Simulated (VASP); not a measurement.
A run of VASP 6.6.1 is set up as follows.

Contents of INCAR:

```
PREC = Accurate
ENCUT = 500
EDIFF = 1E-7
ISMEAR = -1
SIGMA = 0.1
LREAL = False
LASPH = True
NELM = 120
ALGO = Normal
ISIF = 8
LWAVE = False
LCHARG = False
GGA = PS
IBRION = 2
NSW = 80
EDIFFG = -0.01
GGA_COMPAT = False
NELMIN = 4
```

Contents of KPOINTS:

```
Automatic mesh
0
Gamma
  10 10 10
```

POSCAR

```
Pt
1.0
    0.0000000000      1.9600000000      1.9600000000
    1.9600000000      0.0000000000      1.9600000000
    1.9600000000      1.9600000000      0.0000000000
Pt
1
Direct
    0.0000000000      0.0000000000      0.0000000000
```

Potentials or basis: VASP PAW PBE potentials, release 64 (Pt).

The run is started by

```bash
$ cat potpaw_PBE.64/Pt/POTCAR > POTCAR
$ mpirun -np 1 vasp_std > vasp.out
```

(1) What does it give for the band gap on the k mesh?

(2) Estimate the relaxed volume.

(3) Predict the space group after relaxing (to 0.1 Å).

(4) Predict the relaxed cell.

## Answers

(1) zero (bands 5 and 6 overlap by 2.21 eV).

(2) 15.05 Å³/atom.

(3) Fm-3m (No. 225).

(4) a = 2.771 Å, b = 2.771 Å, c = 2.771 Å, α = 60.00°, β = 60.00°, γ = 60.00°.

Caveat: the PAW data sets were made with another functional, which shifts forces and pressure a little; spin-orbit coupling is left out, which moves the levels of the heavy elements.
